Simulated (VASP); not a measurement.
A run of VASP 6.6.1 is set up as follows.

INCAR

```
SYSTEM = Ti12Si
PREC = Accurate
ENCUT = 520
EDIFF = 1E-6
ISMEAR = 0
SIGMA = 0.1
LREAL = .False.
LASPH = .True.
NELM = 60
ALGO = Normal
ISIF = 2
LWAVE = .False.
LCHARG = .True.
LDIPOL = .True.
IDIPOL = 3
DIPOL = 0.5 0.5 0.307
GGA = PE
IVDW = 12
LELF = .True.
LVHAR = .True.
LVACPOTAV = .True.
NBANDS = 86
```

File KPOINTS:

```
Automatic mesh
0
Gamma
  6 6 1
  0 0 0
```

Contents of POSCAR:

```
Ti12Si
1.0
    5.7099611434      0.0000000000      0.0000000000
   -2.8549805717      4.9449714048      0.0000000000
    0.0000000000      0.0000000000     21.5932633302
Ti Si
12 1
Direct
    0.3333333333      0.1666666667      0.1852429593
    0.3333333333      0.6666666667      0.1852429593
    0.8333333333      0.1666666667      0.1852429593
    0.8333333333      0.6666666667      0.1852429593
    0.1666666667      0.3333333333      0.2894365806
    0.1666666667      0.8333333333      0.2894365806
    0.6666666667      0.3333333333      0.2894365806
    0.6666666667      0.8333333333      0.2894365806
    0.0000000000      0.0000000000      0.3933293083
    0.0000000000      0.5000000000      0.3933293083
    0.5000000000      0.0000000000      0.3933293083
    0.5000000000      0.5000000000      0.3933293083
    0.1666666667      0.0833333333      0.5229993798
```

Potentials or basis: VASP PAW PBE potentials, release 64 (Ti_sv, Si).

Command:

```sh
$ cat potpaw_PBE.64/Ti_sv/POTCAR potpaw_PBE.64/Si/POTCAR > POTCAR
$ mpirun -np 1 vasp_std > vasp.out
```

(1) Estimate the largest force.

(2) Predict the dispersion energy per atom.

(3) Predict the band gap on the k mesh.

Results:

(1) 2.470 eV/Å.

(2) -0.429 eV.

(3) zero (bands 74 and 75 overlap by 0.70 eV).
